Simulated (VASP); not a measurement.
Here is a VASP 6.6.1 calculation.

The input INCAR:

```
  PREC = Accurate
  ENCUT = 520
  EDIFF = 1E-6
  ISMEAR = 0
  SIGMA = 0.1
  LREAL = False
  LASPH = True
  NELM = 100
  ALGO = Normal
  ISIF = 2
  LWAVE = False
  LCHARG = False
  GGA = PE
  NBANDS = 21
```

File KPOINTS:

```
regular mesh
0
Gamma
  12 12 4
```

File POSCAR:

```
B2Se
1.0
    3.0272659339      0.0000000000      0.0000000000
   -1.5136329669      2.6216892028      0.0000000000
    0.0000000000      0.0000000000     11.0801824322
B Se
4 2
Direct
    0.3333333333      0.6666666667      0.1528233374
    0.6666666667      0.3333333333      0.6528233374
    0.0000000000      0.0000000000      0.1427810614
    0.0000000000      0.0000000000      0.6427810614
    0.3333333333      0.6666666667      0.3293956012
    0.6666666667      0.3333333333      0.8293956012
```

Potentials or basis: VASP PAW PBE potentials, release 64 (B, Se).

Launch:

```bash
$ cat potpaw_PBE.64/B/POTCAR potpaw_PBE.64/Se/POTCAR > POTCAR
$ mpirun -np 1 vasp_std > vasp.out
```

Question: Estimate the largest force.

Answer: 0.032 eV/Å.

Question: Estimate the pressure.

Answer: 0.1 GPa.

Question: Estimate the band gap on the k mesh.

Answer: Zero (bands 12 and 13 overlap by 4.61 eV).

Forces on the atoms (eV/Å):
```
B    0.000  0.000 -0.032
B    0.000  0.000 -0.032
B    0.000  0.000  0.000
B    0.000  0.000  0.000
Se   0.000  0.000  0.032
Se   0.000  0.000  0.032
```

Caveat: this functional lacks dispersion, which binds the layers, so the pressure and a relaxed spacing across them are unreliable.
